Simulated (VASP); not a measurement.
# Ba2RuN2 (I4/mmm) in VASP: notebook

Ba2RuN2 is run at these levels: LDA, PBEsol, PBE; tasks: single point.

All numbers are computed with VASP 6.6.1; they aren't measurements. Logs are shortened: lines on timing, memory, paths and dates and some standing lists are left out, and cuts for length are marked.

## Step 1: The cell of the first run

Symmetry: I4/mmm, No. 139, tetragonal system. Conventional cell: a = 4.059 Å, b = 4.059 Å, c = 12.844 Å, α = 90.00°, β = 90.00°, γ = 90.00°. Within 3.8 Å of Ba (site symmetry 4mm) lie 5 N at 2.85 to 2.87 Å and 4 Ru at 3.38 Å and 1 Ba at 3.56 Å. Ru (site symmetry 4/mmm) has 2 N at 1.79 Å within 2.4 Å. Within 2.4 Å of N (site symmetry 4mm) lie 1 Ru at 1.79 Å.

## Step 2: Single point, LDA

Contents of INCAR:

```
ALGO     = Normal         # electronic algorithm
EDIFF    = 1E-7           # SCF threshold, eV
ENCUT    = 520            # plane-wave cutoff, eV
ISIF     = 2              # what is computed and relaxed
ISMEAR   = -1             # smearing method
LASPH    = T              # aspherical terms in the spheres
LCHARG   = F              # write CHGCAR
LREAL    = F              # projectors in reciprocal space
LWAVE    = F              # write WAVECAR
NBANDS   = 30             # bands
NELM     = 80             # most SCF steps
PREC     = Accurate       # precision mode
SIGMA    = 0.02           # smearing width, eV
```

Contents of KPOINTS:

```
k-points
0
Gamma
  8 8 8
```

Contents of POSCAR:

```
Ba2RuN2
1.0
   -2.0296659555      2.0296659555      6.4218255095
    2.0296659555     -2.0296659555      6.4218255095
    2.0296659555      2.0296659555     -6.4218255095
Ba Ru N
2 1 2
Direct
    0.1386107577      0.1386107577      0.0000000000
    0.8613892423      0.8613892423      0.0000000000
    0.5000000000      0.5000000000      0.0000000000
    0.6394923862      0.6394923862      0.0000000000
    0.3605076138      0.3605076138      0.0000000000
```

Potentials or basis: VASP PAW LDA potentials, release 64 (Ba_sv, Ru_pv, N).

Started as:

```
$ cat potpaw_LDA.64/Ba_sv/POTCAR potpaw_LDA.64/Ru_pv/POTCAR potpaw_LDA.64/N/POTCAR > POTCAR
$ mpirun -np 1 vasp_std > vasp.out
```

OUTCAR:

```text
EDIFF = 1E-7
   ENCUT = 520
   ISIF = 2
   ISMEAR = -1
   LASPH = T
   LREAL = F
   NELM = 80
   PREC = Accurate

 ion  position               nearest neighbor table
   1  0.139  0.139  0.000-   5 2.85   4 2.87   4 2.87   4 2.87   4 2.87   3 3.38   3 3.38   3 3.38
                             3 3.38   2 3.56   2 4.05   2 4.05   2 4.05   2 4.05
   2  0.861  0.861  0.000-   4 2.85   5 2.87   5 2.87   5 2.87   5 2.87   3 3.38   3 3.38   3 3.38
                             3 3.38   1 3.56   1 4.05   1 4.05   1 4.05   1 4.05
   3  0.500  0.500  0.000-   4 1.79   5 1.79   2 3.38   1 3.38   1 3.38   1 3.38   1 3.38   2 3.38
                             2 3.38   2 3.38
   4  0.639  0.639  0.000-   3 1.79   2 2.85   1 2.87   1 2.87   1 2.87   1 2.87
   5  0.361  0.361  0.000-   3 1.79   1 2.85   2 2.87   2 2.87   2 2.87   2 2.87

  LATTYP: Found a body centered tetragonal cell.
 ALAT       =     4.0593319110
 C/A-ratio  =     3.1639814877

  Lattice vectors:

 A1 = (  -2.0296659555,   2.0296659555,   6.4218255095)
 A2 = (   2.0296659555,  -2.0296659555,   6.4218255095)
 A3 = (   2.0296659555,   2.0296659555,  -6.4218255095)

Analysis of symmetry for initial positions (statically):
=====================================================================
 Subroutine PRICEL returns:
 Original cell was already a primitive cell.

 Routine SETGRP: Setting up the symmetry group for a
 body centered tetragonal supercell.

 Subroutine GETGRP returns: Found 16 space group operations
 (whereof 16 operations were pure point group operations)
 out of a pool of 16 trial point group operations.

The static configuration has the point symmetry D_4h.

Analysis of symmetry for dynamics (positions and initial velocities):
=====================================================================
 Subroutine PRICEL returns:
 Original cell was already a primitive cell.

 Routine SETGRP: Setting up the symmetry group for a
 body centered tetragonal supercell.

 Subroutine GETGRP returns: Found 16 space group operations
 (whereof 16 operations were pure point group operations)
 out of a pool of 16 trial point group operations.

The dynamic configuration has the point symmetry D_4h.

 Subroutine INISYM returns: Found 16 space group operations
 (whereof 16 operations are pure point group operations),
 and found     1 'primitive' translations

----------------------------------------------------------------------------------------

                                     Primitive cell

  volume of cell :     105.8200

  direct lattice vectors                    reciprocal lattice vectors
    -2.029665956  2.029665956  6.421825509     0.000000000  0.246345956  0.077859481
     2.029665956 -2.029665956  6.421825509     0.246345956  0.000000000  0.077859481
     2.029665956  2.029665956 -6.421825509     0.246345956  0.246345956  0.000000000

  length of vectors
     7.034126147  7.034126147  7.034126147     0.258357173  0.258357173  0.348385792

  position of ions in fractional coordinates (direct lattice)
     0.138610758  0.138610758  0.000000000
     0.861389242  0.861389242  0.000000000
     0.500000000  0.500000000  0.000000000
     0.639492386  0.639492386  0.000000000
     0.360507614  0.360507614  0.000000000

  ion indices of the primitive-cell ions
   primitive index   ion index
                 1           1
                 2           2
                 3           3
                 4           4
                 5           5

----------------------------------------------------------------------------------------

 KPOINTS: k-points

Automatic generation of k-mesh.
 Grid dimensions read from file:
 generate k-points for:    8    8    8

 Generating k-lattice:

  Cartesian coordinates                     Fractional coordinates (reciprocal lattice)
     0.000000000  0.030793244  0.009732435     0.125000000  0.000000000  0.000000000
     0.030793244  0.000000000  0.009732435     0.000000000  0.125000000  0.000000000
     0.030793244  0.030793244  0.000000000     0.000000000  0.000000000  0.125000000

  Length of vectors
     0.032294647  0.032294647  0.043548224

  Shift w.r.t. Gamma in fractional coordinates (k-lattice)
     0.000000000  0.000000000  0.000000000

 Subroutine IBZKPT returns following result:
 ===========================================

 Found     59 irreducible k-points:

 Following reciprocal coordinates:
            Coordinates               Weight
  0.000000  0.000000  0.000000      1.000000
  0.125000  0.000000 -0.000000      8.000000
  0.250000  0.000000 -0.000000      8.000000
  0.375000  0.000000 -0.000000      8.000000
  0.500000  0.000000 -0.000000      4.000000
  0.125000  0.125000 -0.000000      8.000000
[... 16 lines left out ...]
  0.250000  0.125000  0.125000     16.000000
  0.375000  0.125000  0.125000      8.000000
 [... further k-points ...]
   k-points           NKPTS =     59   k-points in BZ     NKDIM =     59   number of bands    NBANDS=     30
   number of dos      NEDOS =    301   number of ions     NIONS =      5
   total plane-waves  NPLWV = 157464
   dimension x,y,z NGX =    54 NGY =   54 NGZ =   54
   dimension x,y,z NGXF=   108 NGYF=  108 NGZF=  108
   ions per type =               2   1   2
   NGX,Y,Z   is equivalent  to a cutoff of  12.76, 12.76, 12.76 a.u.
   NGXF,Y,Z  is equivalent  to a cutoff of  25.52, 25.52, 25.52 a.u.
 SYSTEM =  unknown system
   PREC   = accura    normal or accurate (medium, high low for compatibility)
   ISTART =      0    job   : 0-new  1-cont  2-samecut
   ICHARG =      2    charge: 1-file 2-atom 10-const
   ISPIN  =      1    spin polarized calculation?
   LNONCOLLINEAR =      F non collinear calculations
   LSORBIT =      F    spin-orbit coupling
   LASPH  =      T    aspherical Exc in radial PAW
   ENCUT  =  520.0 eV  38.22 Ry    6.18 a.u.  13.08 13.08 13.08*2*pi/ulx,y,z
   NELM   =     80;   NELMIN=  2; NELMDL= -5     # of ELM steps
   EDIFF  = 0.1E-06   stopping-criterion for ELM
   LREAL  =      F    real-space projection
   EDIFFG = 0.1E-05   stopping-criterion for IOM
   NSW    =      0    number of steps for IOM
   IBRION =     -1    ionic relax: 0-MD 1-quasi-New 2-CG
   NFREE  =      0    steps in history (QN), initial steepest desc. (CG)
   ISIF   =      2    stress and relaxation
   ISYM   =      2    0-nonsym 1-usesym 2-fastsym
   POTIM  = 0.5000    time-step for ionic-motion
   TEBEG  =    0.0;   TEEND  =   0.0 temperature during run
   PSTRESS=    0.0 pullay stress
   NELECT =      44.0000    total number of electrons
   NUPDOWN=      -1.0000    fix difference up-down
   EMIN   =  10.00;   EMAX   =-10.00  energy-range for DOS
   EFERMI =   0.00;   METHOD = LEGACY
   ISMEAR =    -1;   SIGMA  =   0.02  broadening in eV -4-tet -1-fermi 0-gaus
   EFERMI_NEDOS =   21; number of points for ismear=-14 and -15
   IALGO  =     38    algorithm
   IMIX   =      4    mixing-type and parameters
     AMIX     =   0.40;   BMIX     =  1.00
     AMIX_MAG =   1.60;   BMIX_MAG =  1.00
  volume/ion in A,a.u.               =      21.16       142.82
  Fermi-wavevector in a.u.,A,eV,Ry     =   1.221902  2.309061 20.314117  1.493045
  Thomas-Fermi vector in A             =   2.357068
   LORBIT       =      0    0 simple, 1 ext, 2 COOP (PROOUT), +10 PAW based schemes
   GGA     = CA    functional components
   LHFCALC =     F    Hartree Fock is set to
   AEXX    =    0.0000 exact exchange contribution
   IVDW    =     0    specifies the selected vdW correction
   LEPSILON=     F    determine dielectric tensor
   LRPA    =     F    only Hartree local field effects (RPA)
 non-spin polarized calculation
  energy-cutoff  :      520.00
  volume of cell :      105.82
 maximum number of plane-waves:      2904
 NGX is ok and might be reduce to    54
   NGX = 27   NGY = 27   NGZ = 27

 number of electron      43.9999999 magnetization

 Free energy of the ion-electron system (eV)
  ---------------------------------------------------
  ext. energy  EPLUGINS =         0.00000000
  ---------------------------------------------------
  free energy    TOTEN  =       -35.46337849 eV

  energy without entropy =      -35.46308979  energy(sigma->0) =      -35.46323414

 E-fermi :   4.1282     XC(G=0): -10.4043

 val. band max:        4.1247302503   @ k =   0.2500   0.2500   0.2500
 cond. band min:       4.2420451086   @ k =   0.3750   0.3750   0.1250
 fundamental gap:      0.1173148583
 Fermi energy:         4.1282233186

 k-point     1 :       0.0000    0.0000    0.0000
  band No.  band energies     occupation
      1     -39.4493      2.00000
      2     -37.9723      2.00000
      3     -37.9723      2.00000
      4     -23.1940      2.00000
      5     -22.9800      2.00000
      6     -10.1501      2.00000
[... 22 lines left out ...]
     29       8.2566      0.00000
     30       8.2566      0.00000

 k-point     2 :       0.1250    0.0000   -0.0000
  band No.  band energies     occupation
      1     -39.4492      2.00000
      2     -37.9729      2.00000
      3     -37.9722      2.00000
      4     -23.1789      2.00000
      5     -22.9783      2.00000
      6     -10.2709      2.00000
[... 22 lines left out ...]
     29       8.2925      0.00000
     30       8.6623      0.00000

 k-point     3 :       0.2500    0.0000   -0.0000
  band No.  band energies     occupation
      1     -39.4491      2.00000
      2     -37.9746      2.00000
      3     -37.9720      2.00000
      4     -23.1402      2.00000
      5     -22.9760      2.00000
      6     -10.5500      2.00000
[... 22 lines left out ...]
     29       8.5290      0.00000
     30       8.6765      0.00000

 k-point     4 :       0.3750    0.0000   -0.0000
  band No.  band energies     occupation
      1     -39.4489      2.00000
      2     -37.9763      2.00000
      3     -37.9719      2.00000
      4     -23.0964      2.00000
      5     -22.9783      2.00000
      6     -10.8083      2.00000
[... 616 lines left out ...]
     29       8.4877      0.00000
     30       9.1411      0.00000

 k-point    23 :       0.2500    0.1250    0.1250
  band No.  band energies     occupation
      1     -39.4487      2.00000
      2     -37.9760      2.00000
      3     -37.9742      2.00000
      4     -23.0665      2.00000
      5     -22.9561      2.00000
      6     -10.5982      2.00000
[... 22 lines left out ...]
     29       9.1963      0.00000
     30       9.6306      0.00000

 k-point    24 :       0.3750    0.1250    0.1250
  band No.  band energies     occupation
      1     -39.4486      2.00000
      2     -37.9767      2.00000
      3     -37.9741      2.00000
      4     -23.0503      2.00000
      5     -22.9562      2.00000
      6     -10.6183      2.00000
[... 22 lines left out ...]
     29       9.2511      0.00000
     30       9.7138      0.00000

 [... further k-points ...]
[... 5 lines left out ...]
  --------------------------------------------------------------------------------------
  -------------------------------------------------------------------------------------
  Total        0.9162778      0.9162778      0.7295205      0.0000000      0.0000000      0.0000000
  in kB       13.8729920     13.8729920     11.0453753      0.0000000      0.0000000      0.0000000
  external PRESSURE =      12.9304531 kB  Pullay stress =       0.0000000 kB

 VOLUME and BASIS-vectors are now :
 -----------------------------------------------------------------------------
  energy-cutoff  :      520.00
  volume of cell :      105.82
      direct lattice vectors                 reciprocal lattice vectors
    -2.029665956  2.029665956  6.421825509     0.000000000  0.246345956  0.077859481
     2.029665956 -2.029665956  6.421825509     0.246345956  0.000000000  0.077859481
     2.029665956  2.029665956 -6.421825509     0.246345956  0.246345956  0.000000000

 POSITION                                       TOTAL-FORCE (eV/Angst)
 -----------------------------------------------------------------------------------
      0.00000      0.00000      1.78027        -0.000000     -0.000000      0.050794
      0.00000      0.00000     11.06338         0.000000      0.000000     -0.050794
      0.00000      0.00000      6.42183         0.000000      0.000000     -0.000000
      0.00000      0.00000      8.21342        -0.000000     -0.000000     -0.018090
      0.00000      0.00000      4.63023         0.000000      0.000000      0.018090
 -----------------------------------------------------------------------------------
    total drift:                                0.000000     -0.000000      0.000000

  FREE ENERGIE OF THE ION-ELECTRON SYSTEM (eV)
  ---------------------------------------------------
  free  energy   TOTEN  =       -35.4633784929 eV

  energy  without entropy=      -35.4630897923  energy(sigma->0) =      -35.46323414
```

Wall time 12 min (1 thread of Intel Xeon 6975P-C, shared host); peak memory 0.43 GiB.

What came out:

```yaml
Free_energy: -35.4634 eV
Pressure: 1.3 GPa
Largest_force: 0.051 eV/Å
Band_gap_on_the_k_mesh: zero (filled and empty bands touch)
```

Forces on the atoms (eV/Å):
```
Ba   0.000  0.000  0.051
Ba   0.000  0.000 -0.051
Ru   0.000  0.000  0.000
N    0.000  0.000 -0.018
N    0.000  0.000  0.018
```

Stress tensor (GPa, compression positive):
```
1.39 0.00 0.00
0.00 1.39 0.00
0.00 0.00 1.10
```

Levels at points of the mesh, in eV from the Fermi level:
```
           k point  band 18  band 19  band 20  band 21  band 22  band 23  band 24  band 25  band 26  band 27
(0.00, 0.00, 0.00)    -1.79    -1.79    -1.53    -1.34    -1.05     0.84     1.13     1.13     2.83     2.89
(0.50, 0.00, 0.00)    -2.93    -2.13    -1.94    -1.26    -0.32     0.74     1.09     2.29     3.71     4.35
(0.50, 0.50, 0.00)    -1.68    -1.51    -1.26    -0.44    -0.08     0.18     0.31     1.54     1.66     3.85
(0.50, 0.50, 0.50)    -1.98    -1.71    -1.71    -1.61    -1.05     1.52     1.65     1.65     2.21     2.55
```

Caveat: spin-orbit coupling is left out, which moves the levels of the heavy elements.

## Step 3: Single point, PBEsol

This run uses another cell than the first one, of 21.82 Å³/atom, 1.031 times its volume.

Contents of INCAR:

```
ALGO = Normal ; EDIFF = 1E-6
ENCUT = 520 ; GGA = PS
ISIF = 2 ; ISMEAR = -1
LASPH = True ; LCHARG = False
LREAL = False ; LWAVE = False
NBANDS = 30 ; NELM = 100
PREC = Accurate ; SIGMA = 0.02
```

KPOINTS is that of step 2.

Contents of POSCAR:

```
Ba2RuN2
1.0
   -2.0507330921      2.0507330921      6.4847827087
    2.0507330921     -2.0507330921      6.4847827087
    2.0507330921      2.0507330921     -6.4847827087
Ba Ru N
2 1 2
Direct
    0.1384506031      0.1384506031      0.0000000000
    0.8615493969      0.8615493969      0.0000000000
    0.5000000000      0.5000000000      0.0000000000
    0.6389067862      0.6389067862      0.0000000000
    0.3610932138      0.3610932138      0.0000000000
```

Potentials or basis: VASP PAW PBE potentials, release 64 (Ba_sv, Ru_pv, N).

Started as:

```
$ cat potpaw_PBE.64/Ba_sv/POTCAR potpaw_PBE.64/Ru_pv/POTCAR potpaw_PBE.64/N/POTCAR > POTCAR
$ mpirun -np 1 vasp_std > vasp.out
```

Wall time 12 min (1 thread of Intel Xeon 6975P-C, shared host); peak memory 0.49 GiB.

The run converged. Its results:

```
Free energy            : -33.6604 eV
Pressure               : 1.0 GPa
Largest force          : 0.077 eV/Å
Band gap on the k mesh : zero (filled and empty bands touch)
```

Forces on the atoms (eV/Å):
```
Ba   0.000  0.000  0.045
Ba   0.000  0.000 -0.045
Ru   0.000  0.000  0.000
N    0.000  0.000 -0.077
N    0.000  0.000  0.077
```

Stress tensor (GPa, compression positive):
```
1.17 0.00 0.00
0.00 1.17 0.00
0.00 0.00 0.55
```

Levels at points of the mesh, in eV from the Fermi level:
```
           k point  band 19  band 20  band 21  band 22  band 23  band 24  band 25  band 26
(0.00, 0.00, 0.00)    -1.82    -1.58    -1.46    -1.07     0.88     1.10     1.10     2.70
(0.50, 0.00, 0.00)    -2.13    -1.96    -1.28    -0.36     0.69     1.05     2.14     3.60
(0.50, 0.50, 0.00)    -1.56    -1.30    -0.48    -0.08     0.17     0.25     1.48     1.60
(0.50, 0.50, 0.50)    -1.75    -1.75    -1.70    -1.06     1.51     1.59     1.59     2.20
```

Caveat: the PAW data sets were made with another functional, which shifts forces and pressure a little; spin-orbit coupling is left out, which moves the levels of the heavy elements.

## Step 4: Single point, PBE

This run uses another cell than the first one, of 22.71 Å³/atom, 1.073 times its volume.

Contents of INCAR:

```
SYSTEM = Ba2RuN2
PREC     = Accurate       ! precision mode
ENCUT    = 520            ! plane-wave cutoff, eV
EDIFF    = 1E-7           ! SCF threshold, eV
ISMEAR   = -1             ! smearing method
SIGMA    = 0.02           ! smearing width, eV
LREAL    = .FALSE.        ! projectors in reciprocal space
LASPH    = .TRUE.         ! aspherical terms in the spheres
NELM     = 60             ! most SCF steps
ALGO     = Normal         ! electronic algorithm
ISIF     = 2              ! what is computed and relaxed
LWAVE    = .FALSE.        ! write WAVECAR
LCHARG   = .TRUE.         ! write CHGCAR
GGA      = PE             ! functional
LELF     = .TRUE.         ! ELF
LVHAR    = .TRUE.       
NBANDS   = 30             ! bands
```

Contents of KPOINTS:

```
Automatic mesh
0
G
  8 8 8
  0 0 0
```

Contents of POSCAR:

```
Ba2RuN2
1.0
   -2.0836869646      2.0836869646      6.5378295090
    2.0836869646     -2.0836869646      6.5378295090
    2.0836869646      2.0836869646     -6.5378295090
Ba Ru N
2 1 2
Direct
    0.1387171376      0.1387171376      0.0000000000
    0.8612828624      0.8612828624      0.0000000000
    0.5000000000      0.5000000000      0.0000000000
    0.6382847492      0.6382847492      0.0000000000
    0.3617152508      0.3617152508      0.0000000000
```

Started as:

```
$ cat potpaw_PBE.64/Ba_sv/POTCAR potpaw_PBE.64/Ru_pv/POTCAR potpaw_PBE.64/N/POTCAR > POTCAR
$ mpirun -np 1 vasp_std > vasp.out
```

Wall time 13 min (1 thread of Intel Xeon 6975P-C, shared host); peak memory 0.53 GiB.

It converged, with:

```
Free energy            : -31.5936 eV
Pressure               : 1.6 GPa
Largest force          : 0.133 eV/Å
Band gap on the k mesh : zero (filled and empty bands touch)
```

Forces on the atoms (eV/Å):
```
Ba   0.000  0.000  0.021
Ba   0.000  0.000 -0.021
Ru   0.000  0.000  0.000
N    0.000  0.000  0.133
N    0.000  0.000 -0.133
```

Stress tensor (GPa, compression positive):
```
1.34 0.00 0.00
0.00 1.34 0.00
0.00 0.00 2.12
```

Levels at points of the mesh, in eV from the Fermi level:
```
           k point  band 18  band 19  band 20  band 21  band 22  band 23  band 24  band 25  band 26  band 27
(0.00, 0.00, 0.00)    -1.91    -1.91    -1.65    -1.58    -1.13     0.90     1.03     1.03     2.56     2.70
(0.50, 0.00, 0.00)    -2.87    -2.13    -2.00    -1.33    -0.46     0.64     0.98     1.98     3.41     3.97
(0.50, 0.50, 0.00)    -1.93    -1.65    -1.37    -0.58    -0.07     0.13     0.16     1.40     1.54     3.53
(0.50, 0.50, 0.50)    -2.03    -1.85    -1.85    -1.81    -1.12     1.45     1.50     1.50     2.18     2.33
```

Caveat: spin-orbit coupling is left out, which moves the levels of the heavy elements.

[end of part 1 of 2]
